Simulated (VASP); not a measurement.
Crystal: Pd.

```xyz
4
Lattice="2.8211 0.0000 0.0000 -1.4106 2.4432 0.0000 0.0000 0.0000 9.2146" Properties=species:S:1:pos:R:3 pbc="T T T"
Pd    0.0000    0.0000    0.0000
Pd    0.0000    0.0000    4.6073
Pd    0.0000    1.6288    2.3037
Pd    1.4106    0.8144    6.9110
```

This isn't the form of Pd at room conditions, which is fcc.

| Quantity | Value |
| --- | --- |
| Program | VASP 6.6.1 |
| Task | relaxation of cell and atoms |
| Functional | r2SCAN |
| Potentials or basis | VASP PAW PBE potentials, release 64 (Pd) |
| Cutoff | 600 eV |
| k mesh | 12 × 12 × 2 |
| Occupations | gaussian, width 0.1 eV |
| Spin | no spin polarisation |

At the start: pressure -9.1 GPa; volume 15.88 Å³/atom.

How do energy, volume and symmetry change on relaxing?

Over 3 steps the energy falls by 26.6 meV/atom and the volume is 15.01 Å³/atom (-5.5 %); space group P6_3/mmc (No. 194, to 0.1 Å) before and after.

The path:
```
step  energy change (eV)  largest force (eV/Å)  pressure (GPa)  volume (Å³)
   1              0.0000                0.0000           -9.05        63.51
   2              0.1117                0.0000           17.41        55.62
   3             -0.1066                0.0000           -0.16        60.04
```

Final structure:
```
Pd
1.0
     2.76687    0.00000    0.00000
    -1.38343    2.39618    0.00000
     0.00000    0.00000    9.05661
Pd
4
Cartesian
  0.0000 0.0000 0.0000
  0.0000 0.0000 4.5283
  0.0000 1.5975 2.2642
  1.3834 0.7987 6.7925
```

Caveat: the highest band is partly filled, so the run has too few bands; the PAW data sets were made with another functional, which shifts forces and pressure a little.
